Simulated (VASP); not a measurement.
Set up this calculation in VASP 6.6.1, as the native input.

```
Task                   : single point
Functional             : PBEsol
Potentials or basis    : VASP PAW PBE potentials, release 64 (Ta_pv, N)
Cutoff                 : 520 eV
k mesh                 : 10 × 10 × 6
Occupations            : fermi-dirac, width 0.05 eV
Spin                   : no spin polarisation
Dipole correction      : no
Further INCAR settings : ALGO = Normal; EDIFF = 1e-07; NBANDS = 20
```

The structure of Ta2N lies in POSCAR:

```
Ta2N
1.0
    3.1128615060      0.0000000000      0.0000000000
   -1.5564307530      2.6958171426      0.0000000000
    0.0000000000      0.0000000000      4.8698410000
Ta N
2 1
Direct
    0.3333333333      0.6666666667      0.2547110000
    0.6666666667      0.3333333333      0.7452890000
    0.0000000000      0.0000000000      0.0000000000
```

One way to write it, as run:

INCAR

```
ALGO     = Normal         # electronic algorithm
EDIFF    = 1E-7           # SCF threshold, eV
ENCUT    = 520            # plane-wave cutoff, eV
GGA      = PS             # functional
ISIF     = 2              # what is computed and relaxed
ISMEAR   = -1             # smearing method
LASPH    = True           # aspherical terms in the spheres
LCHARG   = False          # write CHGCAR
LREAL    = False          # projectors in reciprocal space
LWAVE    = False          # write WAVECAR
NBANDS   = 20             # bands
NELM     = 80             # most SCF steps
PREC     = Accurate       # precision mode
SIGMA    = 0.05           # smearing width, eV
```

KPOINTS

```
k-points
0
Gamma
  10 10 6
```

Potentials or basis: VASP PAW PBE potentials, release 64 (Ta_pv, N).

The run is started by

```console
$ cat potpaw_PBE.64/Ta_pv/POTCAR potpaw_PBE.64/N/POTCAR > POTCAR
$ mpirun -np 1 vasp_std > vasp.out
```

It gave:

```json
{
  "Pressure": "-8.7 GPa",
  "Largest force": "0.249 eV/Å"
}
```

Caveat: the PAW data sets were made with another functional, which shifts forces and pressure a little.

It took 24 s on 1 thread of Intel(R) Xeon(R) Platinum 8488C (Sapphire Rapids) (shared host), peak memory 0.19 GiB.
